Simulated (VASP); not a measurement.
# Zr3ScN4 (I-43m) in VASP: notebook

Runs on Zr3ScN4. Level: PBE. Tasks: single point, relaxation of cell and atoms.

All numbers are computed with VASP 6.6.1; they aren't measurements. Logs are shortened: lines on timing, memory, paths and dates and some standing lists are left out, and cuts for length are marked.

## (1) The cell of the first run

Symmetry: I-43m, No. 217, cubic system. The conventional cell has a = 5.717 Å, b = 5.717 Å, c = 5.717 Å, α = 90.00°, β = 90.00°, γ = 90.00°. Zr (site symmetry -42m) has 8 N at 2.38 to 2.61 Å and 4 Zr at 2.86 Å and 2 Sc at 2.86 Å within 3.2 Å. Sc (site symmetry -43m) has 4 N at 2.14 Å within 2.8 Å. N (site symmetry 3m) has 1 Sc at 2.14 Å and 6 Zr at 2.38 to 2.61 Å within 2.8 Å.

## (2) Single point, PBE

INCAR

```
PREC = Accurate
ENCUT = 520
EDIFF = 1E-6
ISMEAR = 0
SIGMA = 0.1
LREAL = F
LASPH = T
NELM = 100
ALGO = Normal
ISIF = 2
LWAVE = F
LCHARG = F
GGA = PE
NBANDS = 44
```

KPOINTS

```
Automatic mesh
0
Gamma
  10 10 10
```

POSCAR

```
Zr3ScN4
1.0
   -2.8586156236      2.8586156236      2.8586156236
    2.8586156236     -2.8586156236      2.8586156236
    2.8586156236      2.8586156236     -2.8586156236
Zr Sc N
3 1 4
Direct
    0.5000000000      0.0000000000      0.5000000000
    0.0000000000      0.5000000000      0.5000000000
    0.5000000000      0.5000000000      0.0000000000
    0.0000000000      0.0000000000      0.0000000000
    0.5679587079      0.5679587079      0.5679587079
    0.0000000000      0.4320412921      0.0000000000
    0.4320412921      0.0000000000      0.0000000000
    0.0000000000      0.0000000000      0.4320412921
```

Potentials or basis: VASP PAW PBE potentials, release 64 (Zr_sv, Sc_sv, N).

Launch:

```
> cat potpaw_PBE.64/Zr_sv/POTCAR potpaw_PBE.64/Sc_sv/POTCAR potpaw_PBE.64/N/POTCAR > POTCAR
> mpirun -np 1 vasp_std > vasp.out
```

OUTCAR:

```text
PREC = Accurate
   ENCUT = 520
   EDIFF = 1E-6
   ISMEAR = 0
   LREAL = F
   LASPH = T
   NELM = 100
   ISIF = 2
   GGA = PE

 ion  position               nearest neighbor table
   1  0.500  0.000  0.500-   5 2.38   6 2.38   7 2.38   8 2.38   8 2.61   5 2.61   7 2.61   6 2.61
                             3 2.86   3 2.86   4 2.86   4 2.86   2 2.86   2 2.86
   2  0.000  0.500  0.500-   5 2.38   7 2.38   6 2.38   8 2.38   8 2.61   6 2.61   5 2.61   7 2.61
                             3 2.86   4 2.86   4 2.86   3 2.86   1 2.86   1 2.86
   3  0.500  0.500  0.000-   5 2.38   8 2.38   7 2.38   6 2.38   5 2.61   6 2.61   7 2.61   8 2.61
                             2 2.86   1 2.86   4 2.86   2 2.86   4 2.86   1 2.86
   4  0.000  0.000  0.000-   5 2.14   6 2.14   7 2.14   8 2.14   2 2.86   3 2.86   1 2.86   2 2.86
                             1 2.86   3 2.86
   5  0.568  0.568  0.568-   4 2.14   2 2.38   3 2.38   1 2.38   3 2.61   1 2.61   2 2.61
   6  0.000  0.432  0.000-   4 2.14   3 2.38   2 2.38   1 2.38   2 2.61   3 2.61   1 2.61
   7  0.432  0.000  0.000-   4 2.14   3 2.38   1 2.38   2 2.38   1 2.61   3 2.61   2 2.61
   8  0.000  0.000  0.432-   4 2.14   2 2.38   1 2.38   3 2.38   2 2.61   1 2.61   3 2.61

  LATTYP: Found a body centered cubic cell.
 ALAT       =     5.7172312472

  Lattice vectors:

 A1 = (  -2.8586156236,   2.8586156236,   2.8586156236)
 A2 = (   2.8586156236,  -2.8586156236,   2.8586156236)
 A3 = (   2.8586156236,   2.8586156236,  -2.8586156236)

Analysis of symmetry for initial positions (statically):
=====================================================================
 Subroutine PRICEL returns:
 Original cell was already a primitive cell.

 Routine SETGRP: Setting up the symmetry group for a
 body centered cubic supercell.

 Subroutine GETGRP returns: Found 24 space group operations
 (whereof 24 operations were pure point group operations)
 out of a pool of 48 trial point group operations.

The static configuration has the point symmetry T_d .

Analysis of symmetry for dynamics (positions and initial velocities):
=====================================================================
 Subroutine PRICEL returns:
 Original cell was already a primitive cell.

 Routine SETGRP: Setting up the symmetry group for a
 body centered cubic supercell.

 Subroutine GETGRP returns: Found 24 space group operations
 (whereof 24 operations were pure point group operations)
 out of a pool of 48 trial point group operations.

The dynamic configuration has the point symmetry T_d .

 Subroutine INISYM returns: Found 24 space group operations
 (whereof 24 operations are pure point group operations),
 and found     1 'primitive' translations

----------------------------------------------------------------------------------------

                                     Primitive cell

  volume of cell :      93.4388

  direct lattice vectors                    reciprocal lattice vectors
    -2.858615624  2.858615624  2.858615624     0.000000000  0.174909840  0.174909840
     2.858615624 -2.858615624  2.858615624     0.174909840  0.000000000  0.174909840
     2.858615624  2.858615624 -2.858615624     0.174909840  0.174909840  0.000000000

  length of vectors
     4.951267499  4.951267499  4.951267499     0.247359867  0.247359867  0.247359867

  position of ions in fractional coordinates (direct lattice)
     0.500000000  0.000000000  0.500000000
     0.000000000  0.500000000  0.500000000
     0.500000000  0.500000000  0.000000000
     0.000000000  0.000000000  0.000000000
     0.567958708  0.567958708  0.567958708
     0.000000000  0.432041292  0.000000000
     0.432041292  0.000000000  0.000000000
     0.000000000  0.000000000  0.432041292

  ion indices of the primitive-cell ions
   primitive index   ion index
                 1           1
                 2           2
                 3           3
                 4           4
                 5           5
                 6           6
                 7           7
                 8           8

----------------------------------------------------------------------------------------

 KPOINTS: Automatic mesh

Automatic generation of k-mesh.
 Grid dimensions read from file:
 generate k-points for:   10   10   10

 Generating k-lattice:

  Cartesian coordinates                     Fractional coordinates (reciprocal lattice)
     0.000000000  0.017490984  0.017490984     0.100000000  0.000000000  0.000000000
     0.017490984  0.000000000  0.017490984     0.000000000  0.100000000  0.000000000
     0.017490984  0.017490984  0.000000000     0.000000000  0.000000000  0.100000000

  Length of vectors
     0.024735987  0.024735987  0.024735987

  Shift w.r.t. Gamma in fractional coordinates (k-lattice)
     0.000000000  0.000000000  0.000000000

 Subroutine IBZKPT returns following result:
 ===========================================

 Found     47 irreducible k-points:

 Following reciprocal coordinates:
            Coordinates               Weight
  0.000000  0.000000  0.000000      1.000000
  0.100000  0.000000  0.000000     12.000000
  0.200000  0.000000  0.000000     12.000000
  0.300000  0.000000  0.000000     12.000000
  0.400000  0.000000  0.000000     12.000000
  0.500000  0.000000  0.000000      6.000000
[... 16 lines left out ...]
  0.300000  0.300000  0.100000      8.000000
 -0.300000  0.300000  0.100000     24.000000
 [... further k-points ...]
   k-points           NKPTS =     47   k-points in BZ     NKDIM =     47   number of bands    NBANDS=     44
   number of dos      NEDOS =    301   number of ions     NIONS =      8
   total plane-waves  NPLWV =  64000
   dimension x,y,z NGX =    40 NGY =   40 NGZ =   40
   dimension x,y,z NGXF=    80 NGYF=   80 NGZF=   80
   ions per type =               3   1   4
   NGX,Y,Z   is equivalent  to a cutoff of  13.43, 13.43, 13.43 a.u.
   NGXF,Y,Z  is equivalent  to a cutoff of  26.86, 26.86, 26.86 a.u.
 SYSTEM =  unknown system
   PREC   = accura    normal or accurate (medium, high low for compatibility)
   ISTART =      0    job   : 0-new  1-cont  2-samecut
   ICHARG =      2    charge: 1-file 2-atom 10-const
   ISPIN  =      1    spin polarized calculation?
   LNONCOLLINEAR =      F non collinear calculations
   LSORBIT =      F    spin-orbit coupling
   LASPH  =      T    aspherical Exc in radial PAW
   ENCUT  =  520.0 eV  38.22 Ry    6.18 a.u.   9.21  9.21  9.21*2*pi/ulx,y,z
   NELM   =    100;   NELMIN=  2; NELMDL= -5     # of ELM steps
   EDIFF  = 0.1E-05   stopping-criterion for ELM
   LREAL  =      F    real-space projection
   EDIFFG = 0.1E-04   stopping-criterion for IOM
   NSW    =      0    number of steps for IOM
   IBRION =     -1    ionic relax: 0-MD 1-quasi-New 2-CG
   NFREE  =      0    steps in history (QN), initial steepest desc. (CG)
   ISIF   =      2    stress and relaxation
   ISYM   =      2    0-nonsym 1-usesym 2-fastsym
   POTIM  = 0.5000    time-step for ionic-motion
   TEBEG  =    0.0;   TEEND  =   0.0 temperature during run
   PSTRESS=    0.0 pullay stress
   NELECT =      67.0000    total number of electrons
   NUPDOWN=      -1.0000    fix difference up-down
   EMIN   =  10.00;   EMAX   =-10.00  energy-range for DOS
   EFERMI =   0.00;   METHOD = LEGACY
   ISMEAR =     0;   SIGMA  =   0.10  broadening in eV -4-tet -1-fermi 0-gaus
   EFERMI_NEDOS =   21; number of points for ismear=-14 and -15
   IALGO  =     38    algorithm
   IMIX   =      4    mixing-type and parameters
     AMIX     =   0.40;   BMIX     =  1.00
     AMIX_MAG =   1.60;   BMIX_MAG =  1.00
  volume/ion in A,a.u.               =      11.68        78.82
  Fermi-wavevector in a.u.,A,eV,Ry     =   1.465291  2.768999 29.212782  2.147079
  Thomas-Fermi vector in A             =   2.581166
   LORBIT       =      0    0 simple, 1 ext, 2 COOP (PROOUT), +10 PAW based schemes
   GGA     = PE    functional components
   LHFCALC =     F    Hartree Fock is set to
   AEXX    =    0.0000 exact exchange contribution
   IVDW    =     0    specifies the selected vdW correction
   LEPSILON=     F    determine dielectric tensor
   LRPA    =     F    only Hartree local field effects (RPA)
 non-spin polarized calculation
 Gauss-broadening in eV      SIGMA  =   0.10
  energy-cutoff  :      520.00
  volume of cell :       93.44
 maximum number of plane-waves:      2550
 NGX is ok and might be reduce to    40
   NGX = 19   NGY = 19   NGZ = 19

 number of electron      67.0000002 magnetization

 Free energy of the ion-electron system (eV)
  ---------------------------------------------------
  ext. energy  EPLUGINS =         0.00000000
  ---------------------------------------------------
  free energy    TOTEN  =       -72.39310888 eV

  energy without entropy =      -72.37881177  energy(sigma->0) =      -72.38596032

 E-fermi :  10.2068     XC(G=0): -12.4927

 val. band max:       10.1971830956   @ k =  -0.4000  -0.4000   0.1000
 cond. band min:      10.2190449557   @ k =  -0.3000   0.5000   0.1000
 fundamental gap:      0.0218618601
 Fermi energy:        10.2067563328

 k-point     1 :       0.0000    0.0000    0.0000
  band No.  band energies     occupation
      1     -38.9819      2.00000
      2     -38.6900      2.00000
      3     -38.6900      2.00000
      4     -38.4709      2.00000
      5     -17.6763      2.00000
      6     -17.6763      2.00000
[... 36 lines left out ...]
     43      12.7215      0.00000
     44      13.7103      0.00000

 k-point     2 :       0.1000    0.0000    0.0000
  band No.  band energies     occupation
      1     -38.9746      2.00000
      2     -38.6958      2.00000
      3     -38.6904      2.00000
      4     -38.4725      2.00000
      5     -17.6786      2.00000
      6     -17.6570      2.00000
[... 36 lines left out ...]
     43      13.1916      0.00000
     44      13.7948      0.00000

 k-point     3 :       0.2000    0.0000    0.0000
  band No.  band energies     occupation
      1     -38.9539      2.00000
      2     -38.7130      2.00000
      3     -38.6913      2.00000
      4     -38.4764      2.00000
      5     -17.6840      2.00000
      6     -17.6042      2.00000
[... 976 lines left out ...]
     43      13.5369      0.00000
     44      13.9228      0.00000

 k-point    24 :      -0.3000    0.3000    0.1000
  band No.  band energies     occupation
      1     -38.9188      2.00000
      2     -38.7521      2.00000
      3     -38.6872      2.00000
      4     -38.4777      2.00000
      5     -17.7183      2.00000
      6     -17.6406      2.00000
[... 36 lines left out ...]
     43      14.1664      0.00000
     44      14.5214      0.00000

 [... further k-points ...]
[... 5 lines left out ...]
  --------------------------------------------------------------------------------------
  -------------------------------------------------------------------------------------
  Total        0.2131709      0.2131709      0.2131709      0.0000000      0.0000000      0.0000000
  in kB        3.6551999      3.6551999      3.6551999      0.0000000      0.0000000      0.0000000
  external PRESSURE =       3.6551999 kB  Pullay stress =       0.0000000 kB

 VOLUME and BASIS-vectors are now :
 -----------------------------------------------------------------------------
  energy-cutoff  :      520.00
  volume of cell :       93.44
      direct lattice vectors                 reciprocal lattice vectors
    -2.858615624  2.858615624  2.858615624     0.000000000  0.174909840  0.174909840
     2.858615624 -2.858615624  2.858615624     0.174909840  0.000000000  0.174909840
     2.858615624  2.858615624 -2.858615624     0.174909840  0.174909840  0.000000000

 POSITION                                       TOTAL-FORCE (eV/Angst)
 -----------------------------------------------------------------------------------
      0.00000      2.85862      0.00000        -0.000000      0.000000      0.000000
      2.85862      0.00000      0.00000        -0.000000      0.000000      0.000000
      0.00000      0.00000      2.85862        -0.000000      0.000000      0.000000
      0.00000      0.00000      0.00000        -0.000000      0.000000      0.000000
      1.62358      1.62358      1.62358        -0.023636     -0.023636     -0.023636
      1.23504     -1.23504      1.23504         0.023636     -0.023636      0.023636
     -1.23504      1.23504      1.23504        -0.023636      0.023636      0.023636
      1.23504      1.23504     -1.23504         0.023636      0.023636     -0.023636
 -----------------------------------------------------------------------------------
    total drift:                               -0.000001     -0.000001     -0.000002

  FREE ENERGIE OF THE ION-ELECTRON SYSTEM (eV)
  ---------------------------------------------------
  free  energy   TOTEN  =       -72.3931088804 eV

  energy  without entropy=      -72.3788117658  energy(sigma->0) =      -72.38596032
```

Wall time 5.1 min (1 thread of AMD EPYC 7R13 (Zen 3), shared host); peak memory 0.31 GiB.

What came out:

* Free energy: -72.3931 eV
* Pressure: 0.4 GPa
* Largest force: 0.041 eV/Å

Forces in eV/Å, atoms in the order of the input:
```
Zr   0.000  0.000  0.000
Zr   0.000  0.000  0.000
Zr   0.000  0.000  0.000
Sc   0.000  0.000  0.000
N   -0.024 -0.024 -0.024
N    0.024 -0.024  0.024
N   -0.024  0.024  0.024
N    0.024  0.024 -0.024
```

## (3) Relaxation of cell and atoms, PBE

INCAR

```
  ALGO = Normal
  EDIFF = 1E-6
  EDIFFG = -0.01
  ENCUT = 600
  GGA = PE
  IBRION = 2
  ISIF = 3
  ISMEAR = 0
  LASPH = T
  LCHARG = F
  LREAL = F
  LWAVE = F
  NELM = 100
  NSW = 100
  PREC = Accurate
  SIGMA = 0.1
```

KPOINTS

```
k-points
0
Gamma
  10 10 10
```

POSCAR

```
Zr3ScN4
1.0
   -2.8579842269      2.8579842269      2.8579842269
    2.8579842269     -2.8579842269      2.8579842269
    2.8579842269      2.8579842269     -2.8579842269
Zr Sc N
3 1 4
Direct
    0.5000000000      0.0000000000      0.5000000000
    0.0000000000      0.5000000000      0.5000000000
    0.5000000000      0.5000000000      0.0000000000
    0.0000000000      0.0000000000      0.0000000000
    0.5679208225      0.5679208225      0.5679208225
    0.0000000000      0.4320791775      0.0000000000
    0.4320791775      0.0000000000      0.0000000000
    0.0000000000      0.0000000000      0.4320791775
```

Potentials or basis: VASP PAW PBE potentials, release 64 (Zr_sv, Sc_sv, N).

Launch:

```
> cat potpaw_PBE.64/Zr_sv/POTCAR potpaw_PBE.64/Sc_sv/POTCAR potpaw_PBE.64/N/POTCAR > POTCAR
> mpirun -np 1 vasp_std > vasp.out
```

It took 20 min on 1 thread of AMD EPYC 7R13 (Zen 3), shared host; peak memory 0.35 GiB.

Results (log left out):

* Free energy: -72.4005 eV
* Relaxed volume: 11.68 Å³/atom
* Relaxed cell: a = 4.951 Å, b = 4.951 Å, c = 4.951 Å, α = 109.47°, β = 109.47°, γ = 109.47°
* Space group after relaxing (to 0.05 Å): I-43m (No. 217)
* Energy gained by relaxing: 0.1 meV/atom
* Ionic steps: 5
* Pressure after relaxing: 0.0 GPa

Step by step:
```tsv
step	energy change (eV)	largest force (eV/Å)	pressure (GPa)	volume (Å³)
1	0.0000	0.0444	0.40	93.38
2	0.0000	0.0005	-0.56	93.77
3	-0.0003	0.0223	-0.08	93.58
4	-0.0004	0.0154	-0.08	93.54
5	-0.0006	0.0004	-0.01	93.45
```

Final structure:
```cif
data_structure
_symmetry_space_group_name_H-M 'P 1'
_symmetry_Int_Tables_number 1
_cell_length_a 4.9514
_cell_length_b 4.9514
_cell_length_c 4.9514
_cell_angle_alpha 109.471
_cell_angle_beta 109.471
_cell_angle_gamma 109.471
_cell_volume 93.45
loop_
_atom_site_label
_atom_site_type_symbol
_atom_site_fract_x
_atom_site_fract_y
_atom_site_fract_z
_atom_site_occupancy
Zr1 Zr 0.50000 0.00000 0.50000 1
Zr2 Zr 0.00000 0.50000 0.50000 1
Zr3 Zr 0.50000 0.50000 0.00000 1
Sc1 Sc 0.00000 0.00000 0.00000 1
N1 N 0.56680 0.56680 0.56680 1
N2 N 0.00000 0.43320 0.00000 1
N3 N 0.43320 0.00000 0.00000 1
N4 N 0.00000 0.00000 0.43320 1
```

Levels at points of the mesh, in eV from the Fermi level:
```
           k point  band 32  band 33  band 34  band 35  band 36  band 37
(0.00, 0.00, 0.00)    -1.34    -1.27    -1.27     1.41     1.41     1.66
(0.50, 0.00, 0.00)    -1.78    -0.50     0.51     1.54     1.60     1.84
(0.50, 0.50, 0.50)    -2.12    -1.47    -0.91    -0.91     4.83     4.83
```

## (4) Single point, PBE

INCAR

```
ALGO = Normal
EDIFF = 1E-6
ENCUT = 520
GGA = PE
ISIF = 2
ISMEAR = 0
LASPH = T
LCHARG = T
LELF = T
LREAL = F
LVHAR = T
LWAVE = F
NBANDS = 44
NELM = 100
PREC = Accurate
SIGMA = 0.2
```

KPOINTS

```
k-points
0
Gamma
  6 6 6
```

POSCAR

```
Zr3ScN4
1.0
   -2.8586156236      2.8586156236      2.8586156236
    2.8586156236     -2.8586156236      2.8586156236
    2.8586156236      2.8586156236     -2.8586156236
Zr Sc N
3 1 4
Direct
    0.5000000000      0.0000000000      0.5000000000
    0.0000000000      0.5000000000      0.5000000000
    0.5000000000      0.5000000000      0.0000000000
    0.0000000000      0.0000000000      0.0000000000
    0.5679587079      0.5679587079      0.5679587079
    1.0000000000      0.4320412921      0.0000000000
    0.4320412921      1.0000000000      1.0000000000
    0.0000000000      0.0000000000      0.4320412921
```

Launch:

```
> cat potpaw_PBE.64/Zr_sv/POTCAR potpaw_PBE.64/Sc_sv/POTCAR potpaw_PBE.64/N/POTCAR > POTCAR
> mpirun -np 1 vasp_std > vasp.out
```

Wall time 3.6 min (1 thread of AMD EPYC 7R13 (Zen 3), shared host); peak memory 0.23 GiB.

The run converged. Its results:

```
Free energy   : -72.4135 eV
Pressure      : 0.4 GPa
Largest force : 0.057 eV/Å
```

Forces in eV/Å, atoms in the order of the input:
```
Zr   0.000  0.000  0.000
Zr   0.000  0.000  0.000
Zr   0.000  0.000  0.000
Sc   0.000  0.000  0.000
N   -0.033 -0.033 -0.033
N    0.033 -0.033  0.033
N   -0.033  0.033  0.033
N    0.033  0.033 -0.033
```

Levels at points of the mesh, in eV from the Fermi level:
| k point | band 31 | band 32 | band 33 | band 34 | band 35 | band 36 |
| --- | --- | --- | --- | --- | --- | --- |
| (0.00, 0.00, 0.00) | -1.34 | -1.34 | -1.26 | -1.26 | 1.47 | 1.47 |
| (0.50, 0.00, 0.00) | -1.78 | -1.78 | -0.48 | 0.54 | 1.56 | 1.61 |
| (0.50, 0.50, 0.50) | -2.10 | -2.10 | -1.46 | -0.90 | -0.90 | 4.82 |

## (5) The runs side by side

| task | cell | k mesh | cutoff (eV) | smearing | gap on the mesh (eV) | pressure (GPa) | largest force (eV/Å) |
| --- | --- | --- | --- | --- | --- | --- | --- |
| single point | a = 4.951 Å, angles 109.5°, 8 atoms | 10 × 10 × 10 | 520 | gaussian 0.1 eV | none | 0.4 | 0.04 |
| relaxation of cell and atoms | relaxed from a = 4.950 Å, angles 109.5°, 8 atoms | 10 × 10 × 10 | 600 | gaussian 0.1 eV | none | 0.0 | - |
| single point | a = 4.951 Å, angles 109.5°, 8 atoms | 6 × 6 × 6 | 520 | gaussian 0.2 eV | none | 0.4 | 0.06 |

Alike in all rows: level PBE; potentials or basis VASP PAW PBE potentials, release 64 (Zr_sv, Sc_sv, N); no spin polarisation.

Total energies depend on the potentials used, so only differences within one code and one set of settings carry meaning.
